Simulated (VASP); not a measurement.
# H12SO8: single point with LDA

The system is H12SO8.

```
O H S
1.0
     6.53746    0.00000    0.00000
     0.00000    6.53746    0.00000
     0.00000    0.00000    6.53746
O H S
8 12 1
Direct
  0.39561 0.93452 0.99234
  0.29268 0.19101 0.30588
  0.73259 0.84190 0.27535
  0.53720 0.58910 0.49730
  0.39223 0.53054 0.94766
  0.30767 0.96753 0.63594
  0.82970 0.26962 0.25108
  0.86921 0.08295 0.58296
  0.34740 0.80028 0.99152
  0.38982 0.98957 0.85920
  0.13866 0.19520 0.32637
  0.32288 0.09000 0.17421
  0.64495 0.88244 0.15888
  0.65773 0.73047 0.37426
  0.47005 0.72016 0.52845
  0.45570 0.49123 0.42368
  0.48756 0.54888 0.83019
  0.46718 0.45900 0.05357
  0.33868 0.03799 0.50465
  0.17736 0.02806 0.66809
  0.73723 0.13420 0.40744
```

| Item | Value |
| --- | --- |
| Program | VASP 6.6.1 |
| Task | single point |
| Functional | LDA |
| Potentials or basis | VASP PAW LDA potentials, release 64 (O, H, S) |
| Cutoff | 520 eV |
| k mesh | 1 × 1 × 1 |
| Occupations | fermi-dirac, width 0.05 eV |
| Spin | no spin polarisation |
| Dipole correction | no |
| Further INCAR settings | LREAL = Auto; ALGO = Normal; EDIFF = 1e-06; NBANDS = 49 |

```yaml
Pressure: -0.7 GPa
Largest_force: 5.257 eV/Å
Band_gap_on_the_k_mesh: 4.01 eV
```

Forces on the atoms (eV/Å):
```
O    1.532  2.450  4.392
O   -0.352 -1.296 -1.293
O   -0.040 -0.089  0.651
O    1.565  1.041  0.772
O    0.144  0.432 -0.825
O    1.082 -0.599 -0.424
O   -0.270 -1.479  1.186
O   -0.305  0.324 -1.303
H   -0.880 -3.059 -0.175
H   -0.081  0.715 -2.759
H    1.005  0.180 -0.593
H   -0.505  1.089  1.357
H   -0.569 -0.371 -0.422
H    0.752  0.442 -1.265
H   -1.407 -0.179  0.449
H   -1.088 -0.620 -0.533
H   -0.373 -0.285  0.501
H    0.216 -0.376  0.196
H    0.051  0.687 -0.684
H   -1.462  0.038  0.141
S    0.983  0.956  0.630
```

Stress tensor (GPa, compression positive):
```
-0.67  0.40  0.71
 0.40 -1.02 -0.40
 0.71 -0.40 -0.54
```

Levels at points of the mesh, in eV from the valence-band top:
```tsv
k point	band 31	band 32	band 33	band 34	band 35	band 36
(0.00, 0.00, 0.00)	-0.61	-0.49	0.00	4.01	4.75	6.84
```

It took 17 s on 1 thread of Intel(R) Xeon(R) Platinum 8375C CPU @ 2.90GHz (Ice Lake), on a shared host, peak memory 0.25 GiB.

Caveat: the k points lie up to 0.96 Å⁻¹ apart.
